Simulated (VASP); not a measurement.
Set up this calculation in VASP 6.6.1, as the native input.

```
Task                   : single point
Functional             : PBE
Potentials or basis    : VASP PAW PBE potentials, release 64 (Ni, O)
Cutoff                 : 520 eV
k mesh                 : 11 × 11 × 11
Occupations            : fermi-dirac, width 0.05 eV
Spin                   : collinear spin, ferromagnetic start
Starting moments       : [1.0, 0.0] μB
Hubbard terms          : Ni d U = 5.0 eV
Dipole correction      : no
Further INCAR settings : ALGO = Normal; EDIFF = 1e-07; NBANDS = 19
```

The structure of NiO lies in POSCAR:

```
NiO
1.0
    0.0000000000      2.0859016414      2.0859016414
    2.0859016414      0.0000000000      2.0859016414
    2.0859016414      2.0859016414      0.0000000000
Ni O
1 1
Direct
    0.0000000000      0.0000000000      0.0000000000
    0.5000000000      0.5000000000      0.5000000000
```

One way to write it, as run:

INCAR

```
SYSTEM = NiO
PREC = Accurate ; ENCUT = 520
EDIFF = 1E-7 ; ISMEAR = -1
SIGMA = 0.05 ; LREAL = .False.
LASPH = .True. ; NELM = 150
ALGO = Normal ; ISIF = 2
LWAVE = .False. ; LCHARG = .False.
ISPIN = 2 ; MAGMOM = 1 0
LORBIT = 11 ; LMAXMIX = 4
LDAU = .True. ; LDAUTYPE = 2
LDAUL = 2 -1 ; LDAUU = 5 0
LDAUJ = 0 0 ; LDAUPRINT = 1
GGA = PE ; NBANDS = 19
```

KPOINTS

```
Automatic mesh
0
Gamma
  11 11 11
  0 0 0
```

Potentials or basis: VASP PAW PBE potentials, release 64 (Ni, O).

The run is started by

```console
$ cat potpaw_PBE.64/Ni/POTCAR potpaw_PBE.64/O/POTCAR > POTCAR
$ mpirun -np 1 vasp_std > vasp.out
```

It gave:

| Property | Result |
| --- | --- |
| Pressure | 4.8 GPa |
| Band gap on the k mesh | 1.90 eV, indirect (least direct gap 2.61 eV) |
| Net moment | 2.00 μB per cell |
| Site moments | Ni +1.78; O +0.20 μB |
| Valence electrons inside the program's atomic spheres | Ni 8.99; O 5.03 |

Caveat: a cell with one magnetic atom can't hold antiferromagnetic order, which such compounds often take.

Run time: 36 s on 1 thread of Intel(R) Xeon(R) Platinum 8259CL CPU @ 2.50GHz (Skylake/Cascade Lake), on a shared host, peak memory 0.17 GiB.
